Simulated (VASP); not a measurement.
Wanted: the native input for a VASP 6.6.1 run.

```
Task                   : relaxation of shape and atoms at fixed volume
Functional             : PBE
Potentials or basis    : VASP PAW PBE potentials, release 64 (Al, N)
Cutoff                 : 600 eV
k mesh                 : 12 × 12 × 4
Occupations            : gaussian, width 0.1 eV
Spin                   : no spin polarisation
Dipole correction      : no
Further INCAR settings : ALGO = Normal; EDIFF = 1e-06; IBRION = 2; EDIFFG = -0.01; NSW = 50; ISIF = 4
```

The structure of Al4N3 lies in POSCAR:

```
Al4N3
1.0
    2.9889136592      0.0000000000      0.0000000000
   -1.4944568296      2.5884751586      0.0000000000
    0.0000000000      0.0000000000      9.3614310707
Al N
4 3
Direct
    0.0000000000      0.0000000000      0.4972092475
    0.3333333333      0.6666666667      0.7636980113
    0.0000000000      0.0000000000      0.9767922671
    0.3333333333      0.6666666667      0.2369662074
    0.3333333333      0.6666666667      0.4330966571
    0.0000000000      0.0000000000      0.6934440398
    0.0000000000      0.0000000000      0.1737935697
```

The input as run:

INCAR

```
PREC = Accurate
ENCUT = 600
EDIFF = 1E-6
ISMEAR = 0
SIGMA = 0.1
LREAL = F
LASPH = T
NELM = 80
ALGO = Normal
ISIF = 4
LWAVE = F
LCHARG = F
GGA = PE
IBRION = 2
NSW = 50
EDIFFG = -0.01
```

KPOINTS

```
regular mesh
0
Gamma
  12 12 4
```

Potentials or basis: VASP PAW PBE potentials, release 64 (Al, N).

Run with:

```console
$ cat potpaw_PBE.64/Al/POTCAR potpaw_PBE.64/N/POTCAR > POTCAR
$ mpirun -np 1 vasp_std > vasp.out
```

It gave:

```
Energy gained by relaxing : 0.4 meV/atom
Ionic steps               : 9
Pressure after relaxing   : 24.5 GPa
Band gap on the k mesh    : zero (an odd number of electrons rules out a gap without spin polarisation)
```

Wall time 3.1 min on 1 thread of AMD EPYC 9R45 96-Core Processor (Zen 5), on a shared host, peak memory 0.22 GiB.
